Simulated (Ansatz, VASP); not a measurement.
# One calculation of WS2, two programs

```xyz
6
Lattice="3.1879 0.0000 0.0000 -1.5939 2.7608 0.0000 0.0000 0.0000 14.8137" Properties=species:S:1:pos:R:3 pbc="T T T"
W     0.0000    1.8405    3.7034
W     1.5939    0.9203   11.1103
S     0.0000    1.8405    9.5392
S     1.5939    0.9203    2.1323
S     0.0000    1.8405   12.6814
S     1.5939    0.9203    5.2745
```

Alike in both runs: functional PBE; k mesh 12 × 12 × 4; occupations gaussian, width 0.02 eV; no spin polarisation.

Ansatz relaxed the structure, and its values are those at the end. VASP's run is a single point on that final structure, the one shown.

|  | VASP | Ansatz |
| --- | --- | --- |
| version | VASP 6.6.1 | Ansatz 0.2.0 |
| potentials or method | VASP PAW PBE potentials, release 64 (W_sv, S), cutoff 520 eV | scalar-relativistic, plane waves, PAW |
| valence electrons in the cell | 52 | 52 |

|  | VASP | Ansatz | Ansatz less VASP |
| --- | --- | --- | --- |
| gap on the k mesh at the Fermi level (eV) | 1.64 | 1.62 | -0.014 |
| least direct gap on the mesh (eV) | 1.80 | 1.80 | -0.003 |
| pressure (GPa) | 0.0 | 0.0 | +0.04 |

Neither program's run includes spin-orbit coupling.
